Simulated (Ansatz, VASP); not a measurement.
**One calculation of Ta3B2N, two programs**

```
Ta B N
1.0
     3.02045    0.00000    0.00000
     0.00000    3.02045    0.00000
     0.00000    0.00000    8.70835
Ta B N
3 2 1
Direct
  0.00000 0.00000 0.22643
  0.00000 0.00000 0.77357
  0.50000 0.50000 0.50000
  0.00000 0.00000 0.50000
  0.50000 0.50000 0.00000
  0.00000 0.00000 0.00000
```

Alike in both runs: functional PBE; k mesh 12 × 12 × 6; occupations gaussian, width 0.1 eV; no spin polarisation.

Ansatz relaxed the structure, and its values are those at the end. VASP's run is a single point on that final structure, the one shown.

```csv
,VASP,Ansatz
version,VASP 6.6.1,Ansatz 0.2.0
potentials or method,"VASP PAW PBE potentials, release 64 (Ta_pv, B, N), cutoff 520 eV","scalar-relativistic, plane waves, PAW"
valence electrons in the cell,44,50
```

Ansatz gave:

```
gap on the k mesh at the Fermi level (eV) : none
pressure (GPa)                            : 0.0
rms of the force components (eV/Å)        : 0.000
```

Task: What did VASP give for the same quantities?

Result: gap on the k mesh at the Fermi level (eV): none; pressure (GPa): 0.3; rms of the force components (eV/Å): 0.014.

A gap of «none» marks a metal or a gap that the smearing closes. VASP's potentials hold 44 valence electrons a cell and Ansatz's 50, so a difference there can come from the potentials and not from the codes.

Neither program's run includes spin-orbit coupling.
